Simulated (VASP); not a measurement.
# B (P6/mmm) in VASP: notebook, part 2 of 2

VASP 6.6.1. Earlier steps stand in the parts before.

**6. Single point, PBEsol**

This run uses another cell than the first one, of 9.22 Å³/atom, 1.013 times its volume.

The input, INCAR:

```
SYSTEM = B
PREC = Accurate
ENCUT = 500
EDIFF = 1E-6
ISMEAR = 1
SIGMA = 0.1
LREAL = .FALSE.
LASPH = .TRUE.
NELM = 120
ALGO = Normal
ISIF = 2
LWAVE = .FALSE.
LCHARG = .TRUE.
GGA = PS
LELF = .TRUE.
LVHAR = .TRUE.
NBANDS = 8
GGA_COMPAT = .FALSE.
```

The input, KPOINTS:

```
regular mesh
0
G
  23 23 10
  0 0 0
```

The input, POSCAR:

```
B
1.0
    1.7024300000      0.0000000000      0.0000000000
   -0.8512200000      1.4743500000      0.0000000000
    0.0000000000      0.0000000000      3.6717742000
B
1
Direct
    0.0000000000      0.0000000000      0.0000000000
```

Potentials or basis: VASP PAW PBE potentials, release 64 (B).

Launch:

```sh
$ cat potpaw_PBE.64/B/POTCAR > POTCAR
$ mpirun -np 1 vasp_std > vasp.out
```

OUTCAR:

```text
SYSTEM = B
   PREC = Accurate
   ENCUT = 500
   EDIFF = 1E-6
   ISMEAR = 1
   LREAL = .FALSE.
   LASPH = .TRUE.
   NELM = 120
   ISIF = 2
   GGA = PS

 ion  position               nearest neighbor table
   1  0.000  0.000  0.000-

  LATTYP: Found a hexagonal cell.
 ALAT       =     1.7024300000
 C/A-ratio  =     2.1567842437

  Lattice vectors:

 A1 = (   1.7024300000,   0.0000000000,   0.0000000000)
 A2 = (  -0.8512200000,   1.4743500000,   0.0000000000)
 A3 = (   0.0000000000,   0.0000000000,   3.6717742000)

Analysis of symmetry for initial positions (statically):
=====================================================================
 Subroutine PRICEL returns:
 Original cell was already a primitive cell.

 Routine SETGRP: Setting up the symmetry group for a
 hexagonal supercell.

 Subroutine GETGRP returns: Found 24 space group operations
 (whereof 24 operations were pure point group operations)
 out of a pool of 24 trial point group operations.

The static configuration has the point symmetry D_6h.

Analysis of symmetry for dynamics (positions and initial velocities):
=====================================================================
 Subroutine PRICEL returns:
 Original cell was already a primitive cell.

 Routine SETGRP: Setting up the symmetry group for a
 hexagonal supercell.

 Subroutine GETGRP returns: Found 24 space group operations
 (whereof 24 operations were pure point group operations)
 out of a pool of 24 trial point group operations.

The dynamic configuration has the point symmetry D_6h.

 Subroutine INISYM returns: Found 24 space group operations
 (whereof 24 operations are pure point group operations),
 and found     1 'primitive' translations

----------------------------------------------------------------------------------------

                                     Primitive cell

  volume of cell :       9.2161

  direct lattice vectors                    reciprocal lattice vectors
     1.702430000  0.000000000  0.000000000     0.587395664  0.339134491  0.000000000
    -0.851220000  1.474350000  0.000000000     0.000000000  0.678264998  0.000000000
     0.000000000  0.000000000  3.671774200     0.000000000  0.000000000  0.272347902

  length of vectors
     1.702430000  1.702434554  3.671774200     0.678266813  0.678264998  0.272347902

  position of ions in fractional coordinates (direct lattice)
     0.000000000  0.000000000  0.000000000

  ion indices of the primitive-cell ions
   primitive index   ion index
                 1           1

----------------------------------------------------------------------------------------

 KPOINTS: regular mesh

Automatic generation of k-mesh.
 Grid dimensions read from file:
 generate k-points for:   23   23   10

 Generating k-lattice:

  Cartesian coordinates                     Fractional coordinates (reciprocal lattice)
     0.025538942  0.014744978  0.000000000     0.043478261  0.000000000  0.000000000
     0.000000000  0.029489783  0.000000000     0.000000000  0.043478261  0.000000000
     0.000000000  0.000000000  0.027234790     0.000000000  0.000000000  0.100000000

  Length of vectors
     0.029489861  0.029489783  0.027234790

  Shift w.r.t. Gamma in fractional coordinates (k-lattice)
     0.000000000  0.000000000  0.000000000

 Subroutine IBZKPT returns following result:
 ===========================================

 Found    336 irreducible k-points:

 Following reciprocal coordinates:
            Coordinates               Weight
  0.000000  0.000000  0.000000      1.000000
  0.043478  0.000000  0.000000      6.000000
  0.086957  0.000000  0.000000      6.000000
  0.130435  0.000000  0.000000      6.000000
  0.173913  0.000000  0.000000      6.000000
  0.217391  0.000000  0.000000      6.000000
[... 16 lines left out ...]
  0.478261  0.043478  0.000000      6.000000
  0.086957  0.086957  0.000000      6.000000
 [... further k-points ...]
   k-points           NKPTS =    336   k-points in BZ     NKDIM =    336   number of bands    NBANDS=      8
   number of dos      NEDOS =    301   number of ions     NIONS =      1
   total plane-waves  NPLWV =   4032
   dimension x,y,z NGX =    12 NGY =   12 NGZ =   28
   dimension x,y,z NGXF=    24 NGYF=   24 NGZF=   56
   ions per type =               1
   NGX,Y,Z   is equivalent  to a cutoff of  11.72, 11.72, 12.68 a.u.
   NGXF,Y,Z  is equivalent  to a cutoff of  23.44, 23.44, 25.35 a.u.
 SYSTEM =  B
   PREC   = accura    normal or accurate (medium, high low for compatibility)
   ISTART =      0    job   : 0-new  1-cont  2-samecut
   ICHARG =      2    charge: 1-file 2-atom 10-const
   ISPIN  =      1    spin polarized calculation?
   LNONCOLLINEAR =      F non collinear calculations
   LSORBIT =      F    spin-orbit coupling
   LASPH  =      T    aspherical Exc in radial PAW
   ENCUT  =  500.0 eV  36.75 Ry    6.06 a.u.   3.10  3.10  6.69*2*pi/ulx,y,z
   NELM   =    120;   NELMIN=  2; NELMDL= -5     # of ELM steps
   EDIFF  = 0.1E-05   stopping-criterion for ELM
   LREAL  =      F    real-space projection
   EDIFFG = 0.1E-04   stopping-criterion for IOM
   NSW    =      0    number of steps for IOM
   IBRION =     -1    ionic relax: 0-MD 1-quasi-New 2-CG
   NFREE  =      0    steps in history (QN), initial steepest desc. (CG)
   ISIF   =      2    stress and relaxation
   ISYM   =      2    0-nonsym 1-usesym 2-fastsym
   POTIM  = 0.5000    time-step for ionic-motion
   TEBEG  =    0.0;   TEEND  =   0.0 temperature during run
   PSTRESS=    0.0 pullay stress
   NELECT =       3.0000    total number of electrons
   NUPDOWN=      -1.0000    fix difference up-down
   EMIN   =  10.00;   EMAX   =-10.00  energy-range for DOS
   EFERMI =   0.00;   METHOD = LEGACY
   ISMEAR =     1;   SIGMA  =   0.10  broadening in eV -4-tet -1-fermi 0-gaus
   EFERMI_NEDOS =   21; number of points for ismear=-14 and -15
   IALGO  =     38    algorithm
   IMIX   =      4    mixing-type and parameters
     AMIX     =   0.40;   BMIX     =  1.00
     AMIX_MAG =   1.60;   BMIX_MAG =  1.00
  volume/ion in A,a.u.               =       9.22        62.19
  Fermi-wavevector in a.u.,A,eV,Ry     =   1.126160  2.128133 17.255393  1.268236
  Thomas-Fermi vector in A             =   2.262840
   LORBIT       =      0    0 simple, 1 ext, 2 COOP (PROOUT), +10 PAW based schemes
   GGA     = PS    functional components
   LHFCALC =     F    Hartree Fock is set to
   AEXX    =    0.0000 exact exchange contribution
   IVDW    =     0    specifies the selected vdW correction
   LEPSILON=     F    determine dielectric tensor
   LRPA    =     F    only Hartree local field effects (RPA)
 non-spin polarized calculation
 Methfessel and Paxton  Order N= 1 SIGMA  =   0.10
  energy-cutoff  :      500.00
  volume of cell :        9.22
 maximum number of plane-waves:       249
   NGX =  7   NGY =  7   NGZ = 13

 number of electron       3.0000001 magnetization

 Free energy of the ion-electron system (eV)
  ---------------------------------------------------
  ext. energy  EPLUGINS =         0.00000000
  ---------------------------------------------------
  free energy    TOTEN  =        -6.30904223 eV

  energy without entropy =       -6.30881780  energy(sigma->0) =       -6.30896742

 E-fermi :   5.2719     XC(G=0): -10.1897

 val. band max:        5.2460545160   @ k =   0.3043   0.0870   0.3000
 cond. band min:       5.2766039509   @ k =   0.2609   0.1304   0.2000
 fundamental gap:      0.0305494349
 Fermi energy:         5.2719144761

 k-point     1 :       0.0000    0.0000    0.0000
  band No.  band energies     occupation
      1     -12.0877      2.00000
      2      -1.6933      2.00000
      3       7.2793      0.00000
      4      30.0238      0.00000
      5      30.0239      0.00000
      6      30.5349      0.00000
      7      36.3435      0.00000
      8      51.3222      0.00000
[... 243 lines left out ...]
 k-point    24 :       0.0870    0.0870    0.0000
  band No.  band energies     occupation
      1     -11.0447      2.00000
      2      -0.2029      2.00000
      3       8.5693      0.00000
      4      26.0640      0.00000
      5      26.1301      0.00000
      6      31.5957      0.00000
      7      38.8046      0.00000
      8      44.0486      0.00000

 [... further k-points ...]

------------------------ aborting loop because EDIFF is reached ----------------------------------------

  FORCE on cell =-STRESS in cart. coord.  units (eV):
  Direction    XX          YY          ZZ          XY          YZ          ZX
  --------------------------------------------------------------------------------------
  -------------------------------------------------------------------------------------
  Total        0.1443503      0.1443508     -0.0593446     -0.0000005      0.0000000      0.0000000
  in kB       25.0947306     25.0948113    -10.3168159     -0.0000851      0.0000000      0.0000000
  external PRESSURE =      13.2909087 kB  Pullay stress =       0.0000000 kB

 VOLUME and BASIS-vectors are now :
 -----------------------------------------------------------------------------
  energy-cutoff  :      500.00
  volume of cell :        9.22
      direct lattice vectors                 reciprocal lattice vectors
     1.702430000  0.000000000  0.000000000     0.587395664  0.339134491  0.000000000
    -0.851220000  1.474350000  0.000000000     0.000000000  0.678264998  0.000000000
     0.000000000  0.000000000  3.671774200     0.000000000  0.000000000  0.272347902

 POSITION                                       TOTAL-FORCE (eV/Angst)
 -----------------------------------------------------------------------------------
      0.00000      0.00000      0.00000        -0.000000      0.000000      0.000000
 -----------------------------------------------------------------------------------
    total drift:                               -0.000000      0.000000     -0.000000

  FREE ENERGIE OF THE ION-ELECTRON SYSTEM (eV)
  ---------------------------------------------------
  free  energy   TOTEN  =        -6.3090422315 eV

  energy  without entropy=       -6.3088177988  energy(sigma->0) =       -6.30896742
```

stdout:

```text
POSCAR found type information on POSCAR B
 POSCAR found :  1 types and       1 ions
 scaLAPACK will be used
 -----------------------------------------------------------------------------
|                                                                             |
|                                                                             |
|     You enforced a specific xc type in the INCAR file but a different       |
|     I HOPE YOU KNOW WHAT YOU ARE DOING!                                     |
|                                                                             |
 -----------------------------------------------------------------------------

 LDA part: xc-table for (Slater+PW92), standard interpolation
 POSCAR, INCAR and KPOINTS ok, starting setup
 FFT: planning ... GRIDC
 FFT: planning ... GRID_SOFT
 FFT: planning ... GRID
 WAVECAR not read
 entering main loop
```

It took 8.4 s on 1 thread of Intel Xeon Platinum 8375C at 2.90GHz (Ice Lake), shared host; peak memory 0.12 GiB.

What came out:

- Free energy: -6.3090 eV
- Pressure: 1.3 GPa

Stress tensor (GPa, compression positive):
```
 2.51  0.00  0.00
 0.00  2.51  0.00
 0.00  0.00 -1.03
```

Caveat: the PAW data sets were made with another functional, which shifts forces and pressure a little.

**7. Overview**

| cell | gap on the mesh (eV) | pressure (GPa) |
| --- | --- | --- |
| a = 1.702, b = 1.702, c = 3.623 Å, angles 90.0, 90.0, 120.0°, 1 atom | none | 1.4 |
| a = 1.702, b = 1.702, c = 3.635 Å, angles 90.0, 90.0, 120.0°, 1 atom | none | 1.4 |
| a = 1.702, b = 1.702, c = 3.648 Å, angles 90.0, 90.0, 120.0°, 1 atom | none | 1.4 |
| a = 1.702, b = 1.702, c = 3.660 Å, angles 90.0, 90.0, 120.0°, 1 atom | none | 1.3 |
| a = 1.702, b = 1.702, c = 3.672 Å, angles 90.0, 90.0, 120.0°, 1 atom | none | 1.3 |

Alike in all rows: task single point; level PBEsol; potentials or basis VASP PAW PBE potentials, release 64 (B); no spin polarisation; k mesh 23 × 23 × 10; cutoff (eV) 500; smearing methfessel-paxton 0.1 eV.

Caveats: the PAW data sets were made with another functional, which shifts forces and pressure a little.

Total energies depend on the potentials used, so only differences within one code and one set of settings carry meaning.
